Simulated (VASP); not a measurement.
# CO2 (Pa-3) in VASP: single point with r2SCAN

Aim: the single point of CO2 with r2SCAN.

Everything below comes from runs of VASP 6.6.1. Logs are shortened: lines on timing, memory, paths and dates and some standing lists are left out, and cuts for length are marked.

**1. The cell of the first run**

Symmetry: Pa-3, No. 205, cubic system. The conventional cell has a = 5.606 Å, b = 5.606 Å, c = 5.606 Å, α = 90.00°, β = 90.00°, γ = 90.00°. Within 1.5 Å of C (site symmetry -3) lie 2 O at 1.10 Å. O (site symmetry 3) has 1 C at 1.10 Å within 1.5 Å.

**2. Single point, r2SCAN**

Input file POSCAR:

```
CO2
1.0
    5.6056668400      0.0000000000      0.0000000000
    0.0000000000      5.6056668400      0.0000000000
    0.0000000000      0.0000000000      5.6056668400
C O
4 8
Direct
    0.0000000000      0.0000000000      0.0000000000
    0.5000000000      0.0000000000      0.5000000000
    0.5000000000      0.5000000000      0.0000000000
    0.0000000000      0.5000000000      0.5000000000
    0.1130000000      0.1130000000      0.1130000000
    0.3870000000      0.8870000000      0.6130000000
    0.6130000000      0.3870000000      0.8870000000
    0.8870000000      0.6130000000      0.3870000000
    0.8870000000      0.8870000000      0.8870000000
    0.6130000000      0.1130000000      0.3870000000
    0.3870000000      0.6130000000      0.1130000000
    0.1130000000      0.3870000000      0.6130000000
```

Input file INCAR.step1:

```
SYSTEM = CO2
PREC     = Accurate       ! precision mode
ENCUT    = 520            ! plane-wave cutoff, eV
ISMEAR   = 1              ! smearing method
SIGMA    = 0.0233         ! smearing width, eV
LREAL    = .FALSE.        ! projectors in reciprocal space
LASPH    = .TRUE.         ! aspherical terms in the spheres
NELM     = 100            ! most SCF steps
NBANDS   = 44             ! bands
GGA      = PE             ! functional
ALGO     = Normal         ! electronic algorithm
EDIFF    = 1E-4           ! SCF threshold, eV
LWAVE    = .TRUE.         ! write WAVECAR
LCHARG   = .FALSE.        ! write CHGCAR
```

Input file INCAR.step2:

```
SYSTEM = CO2
PREC     = Accurate       ! precision mode
ENCUT    = 520            ! plane-wave cutoff, eV
EDIFF    = 1E-7           ! SCF threshold, eV
ISMEAR   = 1              ! smearing method
SIGMA    = 0.0233         ! smearing width, eV
LREAL    = .FALSE.        ! projectors in reciprocal space
LASPH    = .TRUE.         ! aspherical terms in the spheres
NELM     = 100            ! most SCF steps
ALGO     = Normal         ! electronic algorithm
ISIF     = 2              ! what is computed and relaxed
LWAVE    = .FALSE.        ! write WAVECAR
LCHARG   = .FALSE.        ! write CHGCAR
METAGGA  = R2SCAN         ! meta-GGA
LMIXTAU  = .TRUE.       
NBANDS   = 44             ! bands
ISTART   = 1
```

Input file KPOINTS:

```
regular mesh
0
G
  5 5 5
  0 0 0
```

Potentials or basis: VASP PAW PBE potentials, release 64 (C, O).

Run with:

```console
> cat potpaw_PBE.64/C/POTCAR potpaw_PBE.64/O/POTCAR > POTCAR
> cp INCAR.step1 INCAR
> mpirun -np 1 vasp_std > vasp.out
> cp INCAR.step2 INCAR
> mpirun -np 1 vasp_std > vasp.out
```

OUTCAR:

```text
SYSTEM = CO2
   PREC = Accurate
   ENCUT = 520
   EDIFF = 1E-7
   ISMEAR = 1
   LREAL = .FALSE.
   LASPH = .TRUE.
   NELM = 100
   ISIF = 2
   METAGGA = R2SCAN
   ISTART = 1

 ion  position               nearest neighbor table
   1  0.000  0.000  0.000-   5 1.10   9 1.10
   2  0.500  0.000  0.500-   6 1.10  10 1.10
   3  0.500  0.500  0.000-   7 1.10  11 1.10
   4  0.000  0.500  0.500-   8 1.10  12 1.10
   5  0.113  0.113  0.113-   1 1.10
   6  0.387  0.887  0.613-   2 1.10
   7  0.613  0.387  0.887-   3 1.10
   8  0.887  0.613  0.387-   4 1.10
   9  0.887  0.887  0.887-   1 1.10
  10  0.613  0.113  0.387-   2 1.10
  11  0.387  0.613  0.113-   3 1.10
  12  0.113  0.387  0.613-   4 1.10

  LATTYP: Found a simple cubic cell.
 ALAT       =     5.6056668400

  Lattice vectors:

 A1 = (   5.6056668400,   0.0000000000,   0.0000000000)
 A2 = (   0.0000000000,   5.6056668400,   0.0000000000)
 A3 = (   0.0000000000,   0.0000000000,   5.6056668400)

Analysis of symmetry for initial positions (statically):
=====================================================================
 Subroutine PRICEL returns:
 Original cell was already a primitive cell.

 Routine SETGRP: Setting up the symmetry group for a
 simple cubic supercell.

 Subroutine GETGRP returns: Found 24 space group operations
 (whereof  6 operations were pure point group operations)
 out of a pool of 48 trial point group operations.

The static configuration has the point symmetry S_6 .
 The point group associated with its full space group is T_h .

Analysis of symmetry for dynamics (positions and initial velocities):
=====================================================================
 Subroutine PRICEL returns:
 Original cell was already a primitive cell.

 Routine SETGRP: Setting up the symmetry group for a
 simple cubic supercell.

 Subroutine GETGRP returns: Found 24 space group operations
 (whereof  6 operations were pure point group operations)
 out of a pool of 48 trial point group operations.

The dynamic configuration has the point symmetry S_6 .
 The point group associated with its full space group is T_h .

 Subroutine INISYM returns: Found 24 space group operations
 (whereof  6 operations are pure point group operations),
 and found     1 'primitive' translations

----------------------------------------------------------------------------------------

                                     Primitive cell

  volume of cell :     176.1497

  direct lattice vectors                    reciprocal lattice vectors
     5.605666840  0.000000000  0.000000000     0.178390908  0.000000000  0.000000000
     0.000000000  5.605666840  0.000000000     0.000000000  0.178390908  0.000000000
     0.000000000  0.000000000  5.605666840     0.000000000  0.000000000  0.178390908

  length of vectors
     5.605666840  5.605666840  5.605666840     0.178390908  0.178390908  0.178390908

  position of ions in fractional coordinates (direct lattice)
     0.000000000  0.000000000  0.000000000
     0.500000000  0.000000000  0.500000000
     0.500000000  0.500000000  0.000000000
     0.000000000  0.500000000  0.500000000
     0.113000000  0.113000000  0.113000000
     0.387000000  0.887000000  0.613000000
     0.613000000  0.387000000  0.887000000
     0.887000000  0.613000000  0.387000000
     0.887000000  0.887000000  0.887000000
     0.613000000  0.113000000  0.387000000
     0.387000000  0.613000000  0.113000000
     0.113000000  0.387000000  0.613000000

  ion indices of the primitive-cell ions
   primitive index   ion index
                 1           1
                 2           2
                 3           3
                 4           4
                 5           5
                 6           6
                 7           7
                 8           8
                 9           9
                10          10
                11          11
                12          12

----------------------------------------------------------------------------------------

 KPOINTS: regular mesh

Automatic generation of k-mesh.
 Grid dimensions read from file:
 generate k-points for:    5    5    5

 Generating k-lattice:

  Cartesian coordinates                     Fractional coordinates (reciprocal lattice)
     0.035678182  0.000000000  0.000000000     0.200000000  0.000000000  0.000000000
     0.000000000  0.035678182  0.000000000     0.000000000  0.200000000  0.000000000
     0.000000000  0.000000000  0.035678182     0.000000000  0.000000000  0.200000000

  Length of vectors
     0.035678182  0.035678182  0.035678182

  Shift w.r.t. Gamma in fractional coordinates (k-lattice)
     0.000000000  0.000000000  0.000000000

 Subroutine IBZKPT returns following result:
 ===========================================

 Found     11 irreducible k-points:

 Following reciprocal coordinates:
            Coordinates               Weight
  0.000000  0.000000  0.000000      1.000000
  0.200000  0.000000  0.000000      6.000000
  0.400000  0.000000  0.000000      6.000000
  0.200000  0.200000  0.000000     12.000000
  0.400000  0.200000  0.000000     12.000000
 -0.200000  0.400000  0.000000     12.000000
  0.400000  0.400000  0.000000     12.000000
  0.200000  0.200000  0.200000      8.000000
  0.400000  0.200000  0.200000     24.000000
  0.400000  0.400000  0.200000     24.000000
  0.400000  0.400000  0.400000      8.000000
   k-points           NKPTS =     11   k-points in BZ     NKDIM =     11   number of bands    NBANDS=     44
   number of dos      NEDOS =    301   number of ions     NIONS =     12
   total plane-waves  NPLWV =  74088
   dimension x,y,z NGX =    42 NGY =   42 NGZ =   42
   dimension x,y,z NGXF=    84 NGYF=   84 NGZF=   84
   ions per type =               4   8
   NGX,Y,Z   is equivalent  to a cutoff of  12.46, 12.46, 12.46 a.u.
   NGXF,Y,Z  is equivalent  to a cutoff of  24.91, 24.91, 24.91 a.u.
 SYSTEM =  CO2
   PREC   = accura    normal or accurate (medium, high low for compatibility)
   ISTART =      1    job   : 0-new  1-cont  2-samecut
   ICHARG =      0    charge: 1-file 2-atom 10-const
   ISPIN  =      1    spin polarized calculation?
   LNONCOLLINEAR =      F non collinear calculations
   LSORBIT =      F    spin-orbit coupling
   LASPH  =      T    aspherical Exc in radial PAW
   ENCUT  =  520.0 eV  38.22 Ry    6.18 a.u.  10.42 10.42 10.42*2*pi/ulx,y,z
   NELM   =    100;   NELMIN=  2; NELMDL=  0     # of ELM steps
   EDIFF  = 0.1E-06   stopping-criterion for ELM
   LREAL  =      F    real-space projection
   EDIFFG = 0.1E-05   stopping-criterion for IOM
   NSW    =      0    number of steps for IOM
   IBRION =     -1    ionic relax: 0-MD 1-quasi-New 2-CG
   NFREE  =      0    steps in history (QN), initial steepest desc. (CG)
   ISIF   =      2    stress and relaxation
   ISYM   =      2    0-nonsym 1-usesym 2-fastsym
   POTIM  = 0.5000    time-step for ionic-motion
   TEBEG  =    0.0;   TEEND  =   0.0 temperature during run
   PSTRESS=    0.0 pullay stress
   NELECT =      64.0000    total number of electrons
   NUPDOWN=      -1.0000    fix difference up-down
   EMIN   =  10.00;   EMAX   =-10.00  energy-range for DOS
   EFERMI =   0.00;   METHOD = LEGACY
   ISMEAR =     1;   SIGMA  =   0.02  broadening in eV -4-tet -1-fermi 0-gaus
   EFERMI_NEDOS =   21; number of points for ismear=-14 and -15
   IALGO  =     38    algorithm
   IMIX   =      4    mixing-type and parameters
     AMIX     =   0.40;   BMIX     =  1.00
     AMIX_MAG =   1.60;   BMIX_MAG =  1.00
  volume/ion in A,a.u.               =      14.68        99.06
  Fermi-wavevector in a.u.,A,eV,Ry     =   1.168174  2.207529 18.566925  1.364631
  Thomas-Fermi vector in A             =   2.304664
   LORBIT       =      0    0 simple, 1 ext, 2 COOP (PROOUT), +10 PAW based schemes
   METAGGA = R2SCAN    functional components
   LHFCALC =     F    Hartree Fock is set to
   AEXX    =    0.0000 exact exchange contribution
   IVDW    =     0    specifies the selected vdW correction
   LEPSILON=     F    determine dielectric tensor
   LRPA    =     F    only Hartree local field effects (RPA)
 non-spin polarized calculation
 Methfessel and Paxton  Order N= 1 SIGMA  =   0.02
  energy-cutoff  :      520.00
  volume of cell :      176.15
 maximum number of plane-waves:      4765
 NGX is ok and might be reduce to    42
   NGX = 21   NGY = 21   NGZ = 21

 number of electron      64.0000110 magnetization

 Free energy of the ion-electron system (eV)
  ---------------------------------------------------
  ext. energy  EPLUGINS =         0.00000000
  ---------------------------------------------------
  free energy    TOTEN  =      -100.54472393 eV

  energy without entropy =     -100.54483771  energy(sigma->0) =     -100.54476186

 E-fermi :  -4.2847     XC(G=0):  -8.1472

 val. band max:       -4.2979107949   @ k =   0.0000   0.0000   0.0000
 cond. band min:       3.7459552400   @ k =   0.0000   0.0000   0.0000
 fundamental gap:      8.0438660349
 Fermi energy:        -4.2847375415

 k-point     1 :       0.0000    0.0000    0.0000
  band No.  band energies     occupation
      1     -26.8315      2.00000
      2     -26.6695      2.00000
      3     -26.6695      2.00000
      4     -26.6695      2.00000
      5     -25.6882      2.00000
      6     -25.6882      2.00000
[... 36 lines left out ...]
     43       8.0396      0.00000
     44       8.0396      0.00000

 k-point     2 :       0.2000    0.0000    0.0000
  band No.  band energies     occupation
      1     -26.8171      2.00000
      2     -26.6858      2.00000
      3     -26.6695      2.00000
      4     -26.6694      2.00000
      5     -25.6875      2.00000
      6     -25.6875      2.00000
[... 415 lines left out ...]
 k-point    11 :       0.4000    0.4000    0.4000
  band No.  band energies     occupation
      1     -26.7218      2.00000
      2     -26.7059      2.00000
      3     -26.7059      2.00000
      4     -26.7059      2.00000
      5     -25.6808      2.00000
      6     -25.6808      2.00000
[... 36 lines left out ...]
     43       7.1423      0.00000
     44       7.1423      0.00000

------------------------ aborting loop because EDIFF is reached ----------------------------------------

  FORCE on cell =-STRESS in cart. coord.  units (eV):
  Direction    XX          YY          ZZ          XY          YZ          ZX
  --------------------------------------------------------------------------------------
  -------------------------------------------------------------------------------------
  Total       27.5288826     27.5288826     27.5288826      0.0000000     -0.0000000     -0.0000000
  in kB      250.3901945    250.3901945    250.3901945      0.0000000     -0.0000000     -0.0000000
  external PRESSURE =     250.3901945 kB  Pullay stress =       0.0000000 kB

 VOLUME and BASIS-vectors are now :
 -----------------------------------------------------------------------------
  energy-cutoff  :      520.00
  volume of cell :      176.15
      direct lattice vectors                 reciprocal lattice vectors
     5.605666840  0.000000000  0.000000000     0.178390908  0.000000000  0.000000000
     0.000000000  5.605666840  0.000000000     0.000000000  0.178390908  0.000000000
     0.000000000  0.000000000  5.605666840     0.000000000  0.000000000  0.178390908

 POSITION                                       TOTAL-FORCE (eV/Angst)
 -----------------------------------------------------------------------------------
      0.00000      0.00000      0.00000        -0.000000     -0.000000      0.000000
      2.80283      0.00000      2.80283        -0.000000     -0.000000      0.000000
      2.80283      2.80283      0.00000        -0.000000     -0.000000      0.000000
      0.00000      2.80283      2.80283        -0.000000     -0.000000      0.000000
      0.63344      0.63344      0.63344         5.618011      5.618011      5.618011
      2.16939      4.97223      3.43627        -5.618011     -5.618011      5.618011
      3.43627      2.16939      4.97223         5.618011     -5.618011     -5.618011
      4.97223      3.43627      2.16939        -5.618011      5.618011     -5.618011
      4.97223      4.97223      4.97223        -5.618011     -5.618011     -5.618011
      3.43627      0.63344      2.16939         5.618011      5.618011     -5.618011
      2.16939      3.43627      0.63344        -5.618011      5.618011      5.618011
      0.63344      2.16939      3.43627         5.618011     -5.618011      5.618011
 -----------------------------------------------------------------------------------
    total drift:                                0.000000     -0.000000      0.000000

  FREE ENERGIE OF THE ION-ELECTRON SYSTEM (eV)
  ---------------------------------------------------
  free  energy   TOTEN  =      -100.5447239293 eV

  energy  without entropy=     -100.5448377078  energy(sigma->0) =     -100.54476186
```

It used 630 s of CPU time on 1 thread of AMD EPYC 7R13 Processor (Zen 3) (shared host).

Results:

```
Free energy            : -100.5447 eV
Pressure               : 25.0 GPa
Largest force          : 9.731 eV/Å
Band gap on the k mesh : 8.04 eV, direct
```

Forces on the atoms (eV/Å):
```
C    0.000  0.000  0.000
C    0.000  0.000  0.000
C    0.000  0.000  0.000
C    0.000  0.000  0.000
O    5.618  5.618  5.618
O   -5.618 -5.618  5.618
O    5.618 -5.618 -5.618
O   -5.618  5.618 -5.618
O   -5.618 -5.618 -5.618
O    5.618  5.618 -5.618
O   -5.618  5.618  5.618
O    5.618 -5.618  5.618
```

Caveat: the PAW data sets were made with another functional, which shifts forces and pressure a little. r2SCAN opens gaps a little over a GGA but as a rule still falls short of measured ones.
